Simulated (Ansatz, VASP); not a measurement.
ZnSnN2 in VASP and in Ansatz

```
Zn Sn N
1.0
     1.58369    0.91434    5.14982
    -1.58369    0.91434    5.14982
     0.00000   -1.82868    5.14982
Zn Sn N
1 1 2
Direct
  0.00000 0.00000 0.00000
  0.50000 0.50000 0.50000
  0.24647 0.24647 0.24647
  0.75353 0.75353 0.75353
```

Alike in both runs: task single point; functional LDA; k mesh 4 × 4 × 4; no spin polarisation.

|  | VASP | Ansatz |
| --- | --- | --- |
| version | VASP 6.6.1 | Ansatz 0.2.0 |
| potentials or method | VASP PAW LDA potentials, release 64 (Zn, Sn_d, N) | plane waves, PAW |
| plane-wave cutoff (eV) | 520 | 420 |
| occupations | gaussian, width 0.01 eV | fixed |
| valence electrons in the cell | 36 | 36 |

```tsv
	VASP	Ansatz	Ansatz less VASP
gap on the k mesh at the Fermi level (eV)	0.69	0.67	-0.020
```

LDA's correlation is that of Perdew and Zunger in VASP and of Perdew and Wang (1992) in Ansatz.

The k mesh is coarse, so the values compare programs but aren't converged.
